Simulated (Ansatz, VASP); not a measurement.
## SiCN in VASP and in Ansatz

File INCAR:

```
PREC = Accurate
ENCUT = 520
EDIFF = 1E-6
ISMEAR = 0
SIGMA = 0.1
LREAL = F
LASPH = T
NELM = 150
ALGO = Normal
ISIF = 2
LWAVE = F
LCHARG = F
ISPIN = 2
MAGMOM = 0 0 0 0 1 1 1 1 1 1 1 1
LORBIT = 11
GGA = PE
NBANDS = 42
```

Contents of KPOINTS:

```
Automatic mesh
0
Gamma
  4 8 4
```

Contents of POSCAR:

```
SiCN
1.0
    5.1986177381      0.0000000000      0.0000000000
    0.0000000000      2.5472614594      0.0000000000
    0.0000000000      0.0000000000      6.1844569086
Si C N
4 4 4
Direct
    0.1180000000      0.2500000000      0.8700000000
    0.8820000000      0.7500000000      0.1300000000
    0.6180000000      0.2500000000      0.6300000000
    0.3820000000      0.7500000000      0.3700000000
    0.8350000000      0.2500000000      0.9400000000
    0.1650000000      0.7500000000      0.0600000000
    0.3350000000      0.2500000000      0.5600000000
    0.6650000000      0.7500000000      0.4400000000
    0.5150000000      0.2500000000      0.1750000000
    0.4850000000      0.7500000000      0.8250000000
    0.0150000000      0.2500000000      0.3250000000
    0.9850000000      0.7500000000      0.6750000000
```

Input for Ansatz:

```yaml
crystal:
  lattice:
    - [5.1986177381, 0.0, 0.0]
    - [0.0, 2.5472614594, 0.0]
    - [0.0, 0.0, 6.1844569086]
  atoms:
    - { symbol: Si, position: [0.118, 0.25, 0.87] }
    - { symbol: Si, position: [0.882, 0.75, 0.13] }
    - { symbol: Si, position: [0.618, 0.25, 0.63] }
    - { symbol: Si, position: [0.382, 0.75, 0.37] }
    - { symbol: C, position: [0.835, 0.25, 0.94], spin: 1.0 }
    - { symbol: C, position: [0.165, 0.75, 0.06], spin: 1.0 }
    - { symbol: C, position: [0.335, 0.25, 0.56], spin: 1.0 }
    - { symbol: C, position: [0.665, 0.75, 0.44], spin: 1.0 }
    - { symbol: "N", position: [0.515, 0.25, 0.175], spin: 1.0 }
    - { symbol: "N", position: [0.485, 0.75, 0.825], spin: 1.0 }
    - { symbol: "N", position: [0.015, 0.25, 0.325], spin: 1.0 }
    - { symbol: "N", position: [0.985, 0.75, 0.675], spin: 1.0 }
basis:
  ecutwfc: 420
kpoints:
  mp_grid: { grid: [4, 8, 4] }
hamiltonian:
  xc: pbe
scf:
  occupations: { method: gaussian, width: 0.1 }
  lower_state_search: "off"
output:
  forces: true
  stress: true
  eigenvalues: true
  populations: true
magnetization:
  spin_polarized: true
```

Alike in both runs: task single point; functional PBE; k mesh 4 × 8 × 4; occupations gaussian, width 0.1 eV; collinear spin.

|  | VASP | Ansatz |
| --- | --- | --- |
| version | VASP 6.6.1 | Ansatz 0.2.0 |
| potentials or method | VASP PAW PBE potentials, release 64 (Si, C, N), cutoff 520 eV | scalar-relativistic, plane waves, PAW |
| valence electrons in the cell | 52 | 52 |

Ansatz gave:

- gap on the k mesh at the Fermi level (eV): none
- rms of the force components (eV/Å): 6.972
- net moment per atom (μB): 0.00

Question: What did VASP give for the same quantities?

Answer: gap on the k mesh at the Fermi level (eV): none; rms of the force components (eV/Å): 6.947; net moment per atom (μB): 0.00.

Atom by atom the forces differ by 0.026 eV/Å (rms over components). A gap of «none» marks a metal or a gap that the smearing closes. Ansatz's warnings: seeded moment not kept.
